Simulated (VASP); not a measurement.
# SnSe2 (R-3m) in VASP: single point with PBE

Aim: the single point of SnSe2 with PBE.

Program: VASP 6.6.1. These are calculated values, not measurements. Logs are shortened: lines on timing, memory, paths and dates and some standing lists are left out, and cuts for length are marked.

### Step 1. The cell of the first run

It takes space group R-3m (No. 166, trigonal). Conventional cell: a = 4.201 Å, b = 4.201 Å, c = 17.100 Å, α = 90.00°, β = 90.00°, γ = 120.00°. Sn (site symmetry -3m) has 6 Se at 2.57 Å within 3.4 Å. Se (site symmetry 3m) has 3 Sn at 2.57 Å and 3 Se at 2.95 Å within 3.4 Å.

### Step 2. Single point, PBE (O replaced by Se, lengths x 1.239, strained)

Contents of INCAR:

```
SYSTEM = SnSe2
PREC     = Accurate       ! precision mode
ENCUT    = 520            ! plane-wave cutoff, eV
EDIFF    = 1E-6           ! SCF threshold, eV
ISMEAR   = 0              ! smearing method
SIGMA    = 0.1            ! smearing width, eV
LREAL    = .FALSE.        ! projectors in reciprocal space
LASPH    = .TRUE.         ! aspherical terms in the spheres
NELM     = 60             ! most SCF steps
ALGO     = Normal         ! electronic algorithm
ISIF     = 2              ! what is computed and relaxed
LWAVE    = .FALSE.        ! write WAVECAR
LCHARG   = .FALSE.        ! write CHGCAR
GGA      = PE             ! functional
NBANDS   = 20             ! bands
```

Contents of KPOINTS:

```
Automatic mesh
0
G
  12 12 12
  0 0 0
```

Contents of POSCAR:

```
SnSe2
1.0
    2.1003446924      1.2126345736      5.6998367525
   -2.1003446924      1.2126345736      5.6998367525
    0.0000000000     -2.4252691472      5.6998367525
Sn Se
1 2
Direct
    0.5000000000      0.5000000000      0.5000000000
    0.2159096929      0.2159096929      0.2159096929
    0.7840903071      0.7840903071      0.7840903071
```

Potentials or basis: VASP PAW PBE potentials, release 64 (Sn_d, Se).

Launch:

```console
$ cat potpaw_PBE.64/Sn_d/POTCAR potpaw_PBE.64/Se/POTCAR > POTCAR
$ mpirun -np 1 vasp_std > vasp.out
```

OUTCAR:

```text
SYSTEM = SnSe2
   PREC = Accurate
   ENCUT = 520
   EDIFF = 1E-6
   ISMEAR = 0
   LREAL = .FALSE.
   LASPH = .TRUE.
   NELM = 60
   ISIF = 2
   GGA = PE

 ion  position               nearest neighbor table
   1  0.500  0.500  0.500-   2 2.57   2 2.57   3 2.57   3 2.57   2 2.57   3 2.57
   2  0.216  0.216  0.216-   1 2.57   1 2.57   1 2.57
   3  0.784  0.784  0.784-   1 2.57   1 2.57   1 2.57

  LATTYP: Found a trigonal (rhomboedric) cell.
 ALAT       =     6.1943578716
 COS(alpha) =     0.7700578659

  Lattice vectors:

 A1 = (   2.1003446924,   1.2126345736,   5.6998367525)
 A2 = (  -2.1003446924,   1.2126345736,   5.6998367525)
 A3 = (   0.0000000000,  -2.4252691472,   5.6998367525)

Analysis of symmetry for initial positions (statically):
=====================================================================
 Subroutine PRICEL returns:
 Original cell was already a primitive cell.

 Routine SETGRP: Setting up the symmetry group for a
 trigonal (rhombohedral) supercell.

 Subroutine GETGRP returns: Found 12 space group operations
 (whereof 12 operations were pure point group operations)
 out of a pool of 12 trial point group operations.

The static configuration has the point symmetry D_3d.

Analysis of symmetry for dynamics (positions and initial velocities):
=====================================================================
 Subroutine PRICEL returns:
 Original cell was already a primitive cell.

 Routine SETGRP: Setting up the symmetry group for a
 trigonal (rhombohedral) supercell.

 Subroutine GETGRP returns: Found 12 space group operations
 (whereof 12 operations were pure point group operations)
 out of a pool of 12 trial point group operations.

The dynamic configuration has the point symmetry D_3d.

 Subroutine INISYM returns: Found 12 space group operations
 (whereof 12 operations are pure point group operations),
 and found     1 'primitive' translations

----------------------------------------------------------------------------------------

                                     Primitive cell

  volume of cell :      87.1032

  direct lattice vectors                    reciprocal lattice vectors
     2.100344692  1.212634574  5.699836753     0.238056164  0.137441790  0.058481207
    -2.100344692  1.212634574  5.699836753    -0.238056164  0.137441790  0.058481207
     0.000000000 -2.425269147  5.699836753     0.000000000 -0.274883580  0.058481207

  length of vectors
     6.194357872  6.194357872  6.194357872     0.281035646  0.281035646  0.281035646

  position of ions in fractional coordinates (direct lattice)
     0.500000000  0.500000000  0.500000000
     0.215909693  0.215909693  0.215909693
     0.784090307  0.784090307  0.784090307

  ion indices of the primitive-cell ions
   primitive index   ion index
                 1           1
                 2           2
                 3           3

----------------------------------------------------------------------------------------

 KPOINTS: Automatic mesh

Automatic generation of k-mesh.
 Grid dimensions read from file:
 generate k-points for:   12   12   12

 Generating k-lattice:

  Cartesian coordinates                     Fractional coordinates (reciprocal lattice)
     0.019838014  0.011453483  0.004873434     0.083333333  0.000000000  0.000000000
    -0.019838014  0.011453483  0.004873434     0.000000000  0.083333333  0.000000000
     0.000000000 -0.022906965  0.004873434     0.000000000  0.000000000  0.083333333

  Length of vectors
     0.023419637  0.023419637  0.023419637

  Shift w.r.t. Gamma in fractional coordinates (k-lattice)
     0.000000000  0.000000000  0.000000000

 Subroutine IBZKPT returns following result:
 ===========================================

 Found    189 irreducible k-points:

 Following reciprocal coordinates:
            Coordinates               Weight
  0.000000  0.000000  0.000000      1.000000
  0.083333 -0.000000  0.000000      6.000000
  0.166667  0.000000  0.000000      6.000000
  0.250000  0.000000  0.000000      6.000000
  0.333333  0.000000  0.000000      6.000000
  0.416667  0.000000  0.000000      6.000000
[... 16 lines left out ...]
  0.500000  0.166667  0.000000     12.000000
 -0.416667  0.166667  0.000000     12.000000
 [... further k-points ...]
   k-points           NKPTS =    189   k-points in BZ     NKDIM =    189   number of bands    NBANDS=     20
   number of dos      NEDOS =    301   number of ions     NIONS =      3
   total plane-waves  NPLWV = 110592
   dimension x,y,z NGX =    48 NGY =   48 NGZ =   48
   dimension x,y,z NGXF=    96 NGYF=   96 NGZF=   96
   ions per type =               1   2
   NGX,Y,Z   is equivalent  to a cutoff of  12.88, 12.88, 12.88 a.u.
   NGXF,Y,Z  is equivalent  to a cutoff of  25.76, 25.76, 25.76 a.u.
 SYSTEM =  SnSe2
   PREC   = accura    normal or accurate (medium, high low for compatibility)
   ISTART =      0    job   : 0-new  1-cont  2-samecut
   ICHARG =      2    charge: 1-file 2-atom 10-const
   ISPIN  =      1    spin polarized calculation?
   LNONCOLLINEAR =      F non collinear calculations
   LSORBIT =      F    spin-orbit coupling
   LASPH  =      T    aspherical Exc in radial PAW
   ENCUT  =  520.0 eV  38.22 Ry    6.18 a.u.  11.52 11.52 11.52*2*pi/ulx,y,z
   NELM   =     60;   NELMIN=  2; NELMDL= -5     # of ELM steps
   EDIFF  = 0.1E-05   stopping-criterion for ELM
   LREAL  =      F    real-space projection
   EDIFFG = 0.1E-04   stopping-criterion for IOM
   NSW    =      0    number of steps for IOM
   IBRION =     -1    ionic relax: 0-MD 1-quasi-New 2-CG
   NFREE  =      0    steps in history (QN), initial steepest desc. (CG)
   ISIF   =      2    stress and relaxation
   ISYM   =      2    0-nonsym 1-usesym 2-fastsym
   POTIM  = 0.5000    time-step for ionic-motion
   TEBEG  =    0.0;   TEEND  =   0.0 temperature during run
   PSTRESS=    0.0 pullay stress
   NELECT =      26.0000    total number of electrons
   NUPDOWN=      -1.0000    fix difference up-down
   EMIN   =  10.00;   EMAX   =-10.00  energy-range for DOS
   EFERMI =   0.00;   METHOD = LEGACY
   ISMEAR =     0;   SIGMA  =   0.10  broadening in eV -4-tet -1-fermi 0-gaus
   EFERMI_NEDOS =   21; number of points for ismear=-14 and -15
   IALGO  =     38    algorithm
   IMIX   =      4    mixing-type and parameters
     AMIX     =   0.40;   BMIX     =  1.00
     AMIX_MAG =   1.60;   BMIX_MAG =  1.00
  volume/ion in A,a.u.               =      29.03       195.93
  Fermi-wavevector in a.u.,A,eV,Ry     =   1.094094  2.067537 16.286734  1.197041
  Thomas-Fermi vector in A             =   2.230392
   LORBIT       =      0    0 simple, 1 ext, 2 COOP (PROOUT), +10 PAW based schemes
   GGA     = PE    functional components
   LHFCALC =     F    Hartree Fock is set to
   AEXX    =    0.0000 exact exchange contribution
   IVDW    =     0    specifies the selected vdW correction
   LEPSILON=     F    determine dielectric tensor
   LRPA    =     F    only Hartree local field effects (RPA)
 non-spin polarized calculation
 Gauss-broadening in eV      SIGMA  =   0.10
  energy-cutoff  :      520.00
  volume of cell :       87.10
 maximum number of plane-waves:      2367
 NGX is ok and might be reduce to    48
   NGX = 23   NGY = 23   NGZ = 23

 number of electron      26.0000003 magnetization

 Free energy of the ion-electron system (eV)
  ---------------------------------------------------
  ext. energy  EPLUGINS =         0.00000000
  ---------------------------------------------------
  free energy    TOTEN  =        -9.38944060 eV

  energy without entropy =       -9.38208750  energy(sigma->0) =       -9.38576405

 E-fermi :   3.4908     XC(G=0):  -8.5081

 val. band max:        3.4861485848   @ k =  -0.2500   0.4167   0.1667
 cond. band min:       3.4973205467   @ k =  -0.2500   0.4167   0.0833
 fundamental gap:      0.0111719620
 Fermi energy:         3.4907666846

 k-point     1 :       0.0000    0.0000    0.0000
  band No.  band energies     occupation
      1     -18.2510      2.00000
      2     -18.2510      2.00000
      3     -18.2354      2.00000
      4     -18.1489      2.00000
      5     -18.1489      2.00000
      6     -11.9008      2.00000
[... 12 lines left out ...]
     19      10.9504      0.00000
     20      10.9504      0.00000

 k-point     2 :       0.0833   -0.0000    0.0000
  band No.  band energies     occupation
      1     -18.2545      2.00000
      2     -18.2491      2.00000
      3     -18.2320      2.00000
      4     -18.1495      2.00000
      5     -18.1485      2.00000
      6     -11.8398      2.00000
[... 12 lines left out ...]
     19      11.1149      0.00000
     20      11.2036      0.00000

 k-point     3 :       0.1667    0.0000    0.0000
  band No.  band energies     occupation
      1     -18.2645      2.00000
      2     -18.2438      2.00000
      3     -18.2225      2.00000
      4     -18.1510      2.00000
      5     -18.1475      2.00000
      6     -11.6580      2.00000
[... 12 lines left out ...]
     19      11.5572      0.00000
     20      11.6298      0.00000

 k-point     4 :       0.2500    0.0000    0.0000
  band No.  band energies     occupation
      1     -18.2785      2.00000
      2     -18.2371      2.00000
      3     -18.2096      2.00000
      4     -18.1529      2.00000
      5     -18.1455      2.00000
      6     -11.3604      2.00000
[... 12 lines left out ...]
     19      11.4533      0.00000
     20      12.1464      0.00000

 k-point     5 :       0.3333    0.0000    0.0000
  band No.  band energies     occupation
      1     -18.2926      2.00000
      2     -18.2310      2.00000
      3     -18.1975      2.00000
      4     -18.1541      2.00000
      5     -18.1430      2.00000
      6     -10.9649      2.00000
[... 12 lines left out ...]
     19      11.6241      0.00000
     20      12.6908      0.00000

 k-point     6 :       0.4167    0.0000    0.0000
  band No.  band energies     occupation
      1     -18.3030      2.00000
      2     -18.2269      2.00000
      3     -18.1895      2.00000
      4     -18.1543      2.00000
      5     -18.1407      2.00000
      6     -10.5291      2.00000
[... 12 lines left out ...]
     19      11.9844      0.00000
     20      12.9396      0.00000

 k-point     7 :       0.5000    0.0000    0.0000
  band No.  band energies     occupation
      1     -18.3068      2.00000
      2     -18.2254      2.00000
      3     -18.1869      2.00000
      4     -18.1541      2.00000
      5     -18.1398      2.00000
      6     -10.2784      2.00000
[... 12 lines left out ...]
     19      12.2818      0.00000
     20      12.7338      0.00000
[... 277 lines left out ...]
 k-point    20 :       0.2500    0.1667   -0.0000
  band No.  band energies     occupation
      1     -18.2707      2.00000
      2     -18.2430      2.00000
      3     -18.2134      2.00000
      4     -18.1522      2.00000
      5     -18.1464      2.00000
      6     -11.4750      2.00000
[... 12 lines left out ...]
     19      11.7836      0.00000
     20      11.9895      0.00000

 k-point    21 :       0.3333    0.1667    0.0000
  band No.  band energies     occupation
      1     -18.2773      2.00000
      2     -18.2433      2.00000
      3     -18.2022      2.00000
      4     -18.1534      2.00000
      5     -18.1448      2.00000
      6     -11.1798      2.00000
[... 12 lines left out ...]
     19      11.5693      0.00000
     20      12.1650      0.00000

 k-point    22 :       0.4167    0.1667    0.0000
  band No.  band energies     occupation
      1     -18.2846      2.00000
      2     -18.2417      2.00000
      3     -18.1930      2.00000
      4     -18.1541      2.00000
      5     -18.1434      2.00000
      6     -10.7869      2.00000
[... 12 lines left out ...]
     19      11.1820      0.00000
     20      12.4737      0.00000

 k-point    23 :       0.5000    0.1667    0.0000
  band No.  band energies     occupation
      1     -18.2906      2.00000
      2     -18.2394      2.00000
      3     -18.1872      2.00000
      4     -18.1538      2.00000
      5     -18.1429      2.00000
      6     -10.3488      2.00000
[... 12 lines left out ...]
     19      11.0563      0.00000
     20      12.9254      0.00000

 k-point    24 :      -0.4167    0.1667    0.0000
  band No.  band energies     occupation
      1     -18.2929      2.00000
      2     -18.2383      2.00000
      3     -18.1853      2.00000
      4     -18.1534      2.00000
      5     -18.1431      2.00000
      6     -10.0876      2.00000
[... 12 lines left out ...]
     19      11.2954      0.00000
     20      13.2357      0.00000

 [... further k-points ...]
[... 5 lines left out ...]
  --------------------------------------------------------------------------------------
  -------------------------------------------------------------------------------------
  Total       11.3520141     11.3520141      5.4471224     -0.0000000     -0.0000000      0.0000000
  in kB      208.8090501    208.8090501    100.1944194     -0.0000000     -0.0000000      0.0000000
  external PRESSURE =     172.6041732 kB  Pullay stress =       0.0000000 kB

 VOLUME and BASIS-vectors are now :
 -----------------------------------------------------------------------------
  energy-cutoff  :      520.00
  volume of cell :       87.10
      direct lattice vectors                 reciprocal lattice vectors
     2.100344692  1.212634574  5.699836753     0.238056164  0.137441790  0.058481207
    -2.100344692  1.212634574  5.699836753    -0.238056164  0.137441790  0.058481207
     0.000000000 -2.425269147  5.699836753     0.000000000 -0.274883580  0.058481207

 POSITION                                       TOTAL-FORCE (eV/Angst)
 -----------------------------------------------------------------------------------
      0.00000      0.00000      8.54976        -0.000000     -0.000000     -0.000000
      0.00000      0.00000      3.69195         0.000000      0.000000      3.291709
      0.00000      0.00000     13.40756         0.000000     -0.000000     -3.291709
 -----------------------------------------------------------------------------------
    total drift:                                0.000000      0.000000     -0.000000

  FREE ENERGIE OF THE ION-ELECTRON SYSTEM (eV)
  ---------------------------------------------------
  free  energy   TOTEN  =        -9.3894406030 eV

  energy  without entropy=       -9.3820875039  energy(sigma->0) =       -9.38576405
```

Run time: 7.5 min. Hardware: 1 thread of AMD EPYC 9R45 (Zen 5), shared host; peak memory 0.51 GiB.

Results:

* Free energy: -9.3894 eV
* Pressure: 17.3 GPa
* Largest force: 3.292 eV/Å
* Band gap on the k mesh: zero (bands 13 and 14 overlap by 1.31 eV)

Forces on the atoms (eV/Å):
```
Sn   0.000  0.000  0.000
Se   0.000  0.000  3.292
Se   0.000  0.000 -3.292
```

Caveat: the cell differs from its parent crystal (O replaced by Se, lengths x 1.239, strained); the cell stands under pressure; spin-orbit coupling is left out, which moves the levels of the heavy elements; forces of over 1 eV/Å act on the atoms, so gaps and moduli don't describe the material at rest.
